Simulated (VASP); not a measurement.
Runs of VASP 6.6.1 on KBr. The structure is that of space group Fm-3m (No. 225), or close to it. The cells are those of the table. 

```tsv
cell	gap on the mesh (eV)	pressure (GPa)
a = 4.889 Å, angles 60.0°, 2 atoms	4.09	(a)
a = 4.541, b = 4.541, c = 4.423 Å, angles 60.9, 60.9, 58.3°, 2 atoms	4.72	3.3
a = 4.482, b = 4.482, c = 4.423 Å, angles 60.4, 60.4, 59.1°, 2 atoms	4.81	(c)
a = 4.540 Å, angles 60.0°, 2 atoms	4.67	2.5
a = 4.423 Å, angles 60.0°, 2 atoms	4.91	4.7
a = 4.658, b = 4.658, c = 4.540 Å, angles 60.8, 60.8, 58.3°, 2 atoms	4.51	1.5
a = 4.482, b = 4.482, c = 4.540 Å, angles 59.6, 59.6, 60.9°, 2 atoms	4.72	3.2
a = 4.598, b = 4.598, c = 4.540 Å, angles 60.4, 60.4, 59.2°, 2 atoms	(d)	(b)
a = 4.773 Å, angles 60.0°, 2 atoms	4.26	-0.2
```

Alike in all rows: task single point; level PBE; potentials or basis VASP PAW PBE potentials, release 64 (K_sv, Br); no spin polarisation; k mesh 6 × 6 × 6; cutoff (eV) 520; smearing gaussian 0.05 eV.

Task: Fill in the values left out.

Result: (a) -1.0; (b) 1.9; (c) 3.9; (d) 4.59.

A k mesh can miss the band edges, and the runs leave out spin-orbit coupling on Br.
